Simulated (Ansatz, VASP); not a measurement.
**NaPbBr3 in VASP and in Ansatz**

POSCAR

```
NaPbBr3
1.0
    5.7325623773      0.0000000000      0.0000000000
    0.0000000000      5.7325623773      0.0000000000
    0.0000000000      0.0000000000      5.9550177661
Na Pb Br
1 1 3
Direct
    0.0000000000      0.0000000000      0.0000000000
    0.5000000000      0.5000000000      0.5000000000
    0.5000000000      0.5000000000      0.0000000000
    0.5000000000      0.0000000000      0.5000000000
    0.0000000000      0.5000000000      0.5000000000
```

File INCAR.step1:

```
SYSTEM = NaPbBr3
PREC = Accurate ; ENCUT = 520
ISMEAR = 0 ; SIGMA = 0.01
LREAL = .False. ; LASPH = .True.
NELM = 100 ; NBANDS = 29
GGA = PE ; ALGO = Normal
EDIFF = 1E-4 ; LWAVE = .True.
LCHARG = .False.
```

File INCAR.step2:

```
SYSTEM = NaPbBr3
PREC = Accurate ; ENCUT = 520
EDIFF = 1E-6 ; ISMEAR = 0
SIGMA = 0.01 ; LREAL = .False.
LASPH = .True. ; NELM = 100
ALGO = Normal ; ISIF = 2
LWAVE = .False. ; LCHARG = .False.
METAGGA = R2SCAN ; LMIXTAU = .True.
NBANDS = 29 ; ISTART = 1
```

KPOINTS

```
Automatic mesh
0
Gamma
  4 4 4
  0 0 0
```

Input for Ansatz:

```yaml
crystal:
  lattice:
    - [5.7325623773, 0.0, 0.0]
    - [0.0, 5.7325623773, 0.0]
    - [0.0, 0.0, 5.9550177661]
  atoms:
    - { symbol: Na, position: [0.0, 0.0, 0.0] }
    - { symbol: Pb, position: [0.5, 0.5, 0.5] }
    - { symbol: Br, position: [0.5, 0.5, 0.0] }
    - { symbol: Br, position: [0.5, 0.0, 0.5] }
    - { symbol: Br, position: [0.0, 0.5, 0.5] }
kpoints:
  mp_grid: { grid: [4, 4, 4] }
  band_path:
    path: [[0.0, 0.0, 0.0], [0.0, 0.5, 0.0], [0.5, 0.5, 0.0], [0.5, 0.5, 0.5]]
    npoints: 1
hamiltonian:
  xc: r2scan
scf:
  occupations: { method: fixed }
  n_extra_bands: 5
output:
  forces: true
  stress: true
  eigenvalues: true
  write_density: true
  write_potential: true
  elf: true
  volumetric_format: npy
```

Change from the starting cell: epitaxial_xy strain -3.0%.

Alike in both runs: task single point; functional r2SCAN; k mesh 4 × 4 × 4; no spin polarisation.

|  | VASP | Ansatz |
| --- | --- | --- |
| version | VASP 6.6.1 | Ansatz 0.2.0 |
| potentials or method | VASP PAW PBE potentials, release 64 (Na_pv, Pb_d, Br) | plane waves, PAW |
| plane-wave cutoff (eV) | 520 | 500 |
| occupations | gaussian, width 0.01 eV | fixed |
| valence electrons in the cell | 42 | 44 |

```csv
,VASP,Ansatz,Ansatz less VASP
gap on the k mesh at the Fermi level (eV),1.58,1.56,-0.014
pressure (GPa),1.3,1.3,+0.01
"traceless stress, the component that is largest in VASP (GPa)",-1.32,-1.33,-0.003
```

VASP's potentials were made for PBE, not for r2SCAN. VASP's potentials hold 42 valence electrons a cell and Ansatz's 44, so a difference there can come from the potentials and not from the codes.

Spin-orbit coupling is off throughout.
